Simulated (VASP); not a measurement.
Set up this calculation in VASP 6.6.1, as the native input.

```yaml
Task: single point
Functional: PBEsol
Potentials_or_basis: VASP PAW PBE potentials, release 64 (Mg, O)
Cutoff: 520 eV
k_mesh: 6 × 6 × 6
Occupations: gaussian, width 0.05 eV
Spin: no spin polarisation
Dipole_correction: no
Further_INCAR_settings: ALGO = Normal; EDIFF = 1e-06; NBANDS = 26
```

The structure of MgO lies in POSCAR:

```
MgO
1.0
    4.2703000000      0.0000000000      0.0000000000
    0.0000000000     -4.2703000000      0.0000000000
    0.0000000000      0.0000000000     -4.2703000000
Mg O
4 4
Direct
    0.0231822002      0.4768177998      0.5000000000
    0.5000000000      0.0000000000      0.5000000000
    0.5000000000      0.5000000000      0.0000000000
    0.0000000000      0.0000000000      0.0000000000
    0.5000000000      0.0000000000      0.0000000000
    0.0000000000      0.5000000000      0.0000000000
    0.0000000000      0.0000000000      0.5000000000
    0.5000000000      0.5000000000      0.5000000000
```

This cell differs from its parent crystal: atom 1 (Mg) moved +0.140 Å along Cartesian [1 1 0].

The input as run:

INCAR

```
SYSTEM = MgO
PREC = Accurate
ENCUT = 520
EDIFF = 1E-6
ISMEAR = 0
SIGMA = 0.05
LREAL = .False.
LASPH = .True.
NELM = 60
ALGO = Normal
ISIF = 2
LWAVE = .False.
LCHARG = .False.
GGA = PS
NBANDS = 26
```

KPOINTS

```
Automatic mesh
0
Gamma
  6 6 6
  0 0 0
```

Potentials or basis: VASP PAW PBE potentials, release 64 (Mg, O).

Run with:

```bash
$ cat potpaw_PBE.64/Mg/POTCAR potpaw_PBE.64/O/POTCAR > POTCAR
$ mpirun -np 1 vasp_std > vasp.out
```

Results of the run:

| Item | Value |
| --- | --- |
| Pressure | -5.8 GPa |
| Largest force | 1.212 eV/Å |
| Band gap on the k mesh | 4.25 eV |

Caveat: the cell differs from its parent crystal (atom 1 (Mg) moved +0.140 Å along Cartesian [1 1 0]); the PAW data sets were made with another functional, which shifts forces and pressure a little.

Wall time 94 s on 1 thread of Intel(R) Xeon(R) Platinum 8259CL CPU @ 2.50GHz (Skylake/Cascade Lake), on a shared host, peak memory 0.22 GiB.
